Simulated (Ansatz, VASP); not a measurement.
This is a calculation of CdSe for Ansatz 0.2.0.

The input input.yaml:

```yaml
crystal:
  lattice:
    - [0.0, 3.0075950161, 3.0075950161]
    - [3.0075950161, 0.0, 3.0075950161]
    - [3.0075950161, 3.0075950161, 0.0]
  atoms:
    - { symbol: Cd, position: [0.0, 0.0, 0.0] }
    - { symbol: Se, position: [0.25, 0.25, 0.25] }
hamiltonian:
  xc: { name: BHLYP }
  pseudopotentials: { kind: paw }
kpoints:
  mp_grid: { grid: [4, 4, 4] }
scf:
  occupations: { method: fermi_dirac, width: 0.05 }
output:
  forces: true
  stress: true
  eigenvalues: true
```

Potentials or basis: Ansatz PAW.

The run is started by

```sh
$ ansatz run input.yaml --threads 2 --pin off --max-ram 5632MiB --backend cpu --events-out ev --progress --plain --runs-dir out
```

Problem. Set up the same calculation for VASP 6.6.1. Potentials there: VASP PAW PBE potentials, release 64 (Cd, Se).

Solution. As run (the cutoff follows the program's own potentials):

The input POSCAR:

```
CdSe
1.0
    0.0000000000      3.0075950161      3.0075950161
    3.0075950161      0.0000000000      3.0075950161
    3.0075950161      3.0075950161      0.0000000000
Cd Se
1 1
Direct
    0.0000000000      0.0000000000      0.0000000000
    0.2500000000      0.2500000000      0.2500000000
```

The input INCAR.step1:

```
SYSTEM = CdSe
  PREC = Accurate
  ENCUT = 520
  EDIFF = 1E-5
  ISMEAR = -1
  SIGMA = 0.05
  LREAL = .False.
  LASPH = .True.
  NELM = 60
  ALGO = Normal
  ISIF = 2
  LWAVE = .True.
  LCHARG = .False.
  NBANDS = 16
  GGA = PE
```

The input INCAR.step2:

```
SYSTEM = CdSe
  PREC = Accurate
  ENCUT = 520
  EDIFF = 1E-7
  ISMEAR = -1
  SIGMA = 0.05
  LREAL = .False.
  LASPH = .True.
  NELM = 60
  ALGO = Normal
  ISIF = 2
  LWAVE = .False.
  LCHARG = .False.
  GGA = B5
  LHFCALC = .True.
  AEXX = 0.5
  ALDAX = 0.5
  AGGAX = 0.5
  AGGAC = 1.0
  ALDAC = 0.0
  PRECFOCK = Normal
  NBANDS = 16
  ISTART = 1
```

KPOINTS

```
Automatic mesh
0
Gamma
  4 4 4
  0 0 0
```

Potentials or basis: VASP PAW PBE potentials, release 64 (Cd, Se).

Run with:

```console
$ cat potpaw_PBE.64/Cd/POTCAR potpaw_PBE.64/Se/POTCAR > POTCAR
$ cp INCAR.step1 INCAR
$ mpirun -np 1 vasp_std > vasp.out
$ cp INCAR.step2 INCAR
$ mpirun -np 1 vasp_std > vasp.out
```

Both were run:

|  | VASP | Ansatz | Ansatz less VASP |
| --- | --- | --- | --- |
| gap on the k mesh at the Fermi level (eV) | 4.09 | 3.98 | -0.106 |
| least direct gap on the mesh (eV) | 4.09 | 3.98 | -0.106 |
| pressure (GPa) | 5.5 | 5.5 | -0.01 |

VASP's potentials were made for PBE, not for BHLYP. VASP's potentials hold 18 valence electrons a cell and Ansatz's 36, so a difference there can come from the potentials and not from the codes.

The k mesh is coarse, so the values compare programs but aren't converged.
